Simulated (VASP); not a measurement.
Ag: single point with PBEsol

Crystal: Ag.

```
CELL_PARAMETERS angstrom
0.00000 2.10068 1.93263
2.10068 0.00000 1.93263
2.10068 2.10068 0.00000
ATOMIC_POSITIONS crystal
Ag 0.00000 0.00000 0.00000
```

This cell differs from its parent crystal: ratio of the length along z to the lengths across it x 0.92, volume and fractional coordinates fixed.

```json
{
  "Program": "VASP 6.6.1",
  "Task": "single point",
  "Functional": "PBEsol",
  "Potentials or basis": "VASP PAW PBE potentials, release 64 (Ag)",
  "Cutoff": "520 eV",
  "k mesh": "22 × 22 × 22",
  "Occupations": "gaussian, width 0.15 eV",
  "Spin": "no spin polarisation"
}
```

The pressure is -2.5 GPa. The band gap on the k mesh is zero (an odd number of electrons rules out a gap without spin polarisation).

Stress tensor (GPa, compression positive):
```
-3.27  0.00  0.00
 0.00 -3.27  0.00
 0.00  0.00 -1.09
```

Levels at points of the mesh, in eV from the Fermi level:
```tsv
k point	band 3	band 4	band 5	band 6	band 7	band 8	band 9	band 10
(0.00, 0.00, 0.00)	-4.91	-4.43	-4.00	-3.50	16.09	19.19	19.19	20.36
(0.50, 0.00, 0.00)	-4.53	-3.05	-2.80	-0.44	3.61	14.91	16.87	19.20
(0.50, 0.50, 0.00)	-2.95	-2.70	-2.70	2.57	8.13	9.62	9.62	16.21
(0.50, 0.00, 0.50)	-2.99	-2.92	-2.57	1.08	6.04	11.09	11.24	17.67
```

It took 3.3 min on 1 thread of Intel Xeon 8259CL (shared host), peak memory 0.28 GiB.

Caveat: the PAW data sets were made with another functional, which shifts forces and pressure a little.
